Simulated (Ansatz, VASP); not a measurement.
One calculation of Au, two programs

POSCAR

```
Au
1.0
   -1.6987007250      1.6987007250      1.6572690000
    1.6987007250     -1.6987007250      1.6572690000
    1.6987007250      1.6987007250     -1.6572690000
Au
1
Direct
    0.0000000000      0.0000000000      0.0000000000
```

INCAR.step1

```
PREC = Accurate
ENCUT = 520
ISMEAR = 0
SIGMA = 0.15
LREAL = False
LASPH = True
NELM = 100
NBANDS = 12
GGA = PE
ALGO = Normal
EDIFF = 1E-4
LWAVE = True
LCHARG = False
```

Contents of INCAR.step2:

```
PREC = Accurate
ENCUT = 520
EDIFF = 1E-6
ISMEAR = 0
SIGMA = 0.15
LREAL = False
LASPH = True
NELM = 100
ALGO = Normal
ISIF = 2
LWAVE = False
LCHARG = False
METAGGA = R2SCAN
LMIXTAU = True
NBANDS = 12
ISTART = 1
```

KPOINTS

```
regular mesh
0
Gamma
  20 20 20
```

Input for Ansatz:

```yaml
crystal:
  lattice:
    - [-1.698700725, 1.698700725, 1.657269]
    - [1.698700725, -1.698700725, 1.657269]
    - [1.698700725, 1.698700725, -1.657269]
  atoms:
    - { symbol: Au, position: [0.0, 0.0, 0.0] }
basis:
  ecutwfc: 500
kpoints:
  mp_grid: { grid: [20, 20, 20] }
hamiltonian:
  xc: r2scan
scf:
  occupations: { method: gaussian, width: 0.15 }
output:
  forces: true
  stress: true
  eigenvalues: true
```

Change from the starting cell: strain +0.025 along x and y, +0.000 along z, atoms carried along.

Alike in both runs: task single point; functional r2SCAN; k mesh 20 × 20 × 20; occupations gaussian, width 0.15 eV; no spin polarisation.

|  | VASP | Ansatz |
| --- | --- | --- |
| version | VASP 6.6.1 | Ansatz 0.2.0 |
| potentials or method | VASP PAW PBE potentials, release 64 (Au), cutoff 520 eV | scalar-relativistic, plane waves, PAW |
| valence electrons in the cell | 11 | 19 |

VASP gave:

| Quantity | Value |
| --- | --- |
| gap on the k mesh at the Fermi level (eV) | none |
| pressure (GPa) | -9.6 |
| traceless stress, the component that is largest in VASP (GPa) | -0.11 |

Q: Which values does Ansatz return?

A: gap on the k mesh at the Fermi level (eV): none; pressure (GPa): -9.8; traceless stress, the component that is largest in VASP (GPa): -0.10.

VASP's potentials were made for PBE, not for r2SCAN. A gap of «none» marks a metal or a gap that the smearing closes. VASP's potentials hold 11 valence electrons a cell and Ansatz's 19, so a difference there can come from the potentials and not from the codes.

Neither program's run includes spin-orbit coupling.
